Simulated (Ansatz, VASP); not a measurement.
Tl in VASP and in Ansatz

```
CELL_PARAMETERS angstrom
3.31776 0.00000 0.00000
-1.65888 2.87326 0.00000
0.00000 0.00000 5.08300
ATOMIC_POSITIONS crystal
Tl 0.33333 0.66667 0.25000
Tl 0.66667 0.33333 0.75000
```

Change from the starting cell: strain -0.040 along x and y, -0.080 along z, atoms carried along.

Alike in both runs: task single point; functional PBE; k mesh 18 × 18 × 10; occupations gaussian, width 0.15 eV; no spin polarisation.

|  | VASP | Ansatz |
| --- | --- | --- |
| version | VASP 6.6.1 | Ansatz 0.2.0 |
| potentials or method | VASP PAW PBE potentials, release 64 (Tl_d), cutoff 520 eV | scalar-relativistic, plane waves, PAW |
| valence electrons in the cell | 26 | 26 |

VASP gave:

| Item | Value |
| --- | --- |
| gap on the k mesh at the Fermi level (eV) | none |
| pressure (GPa) | 14.1 |
| traceless stress, the component that is largest in VASP (GPa) | 2.25 |

Question: Which values does Ansatz return?

Answer: gap on the k mesh at the Fermi level (eV): none; pressure (GPa): 14.2; traceless stress, the component that is largest in VASP (GPa): 2.26.

A gap of «none» marks a metal or a gap that the smearing closes.

Spin-orbit coupling is off throughout.
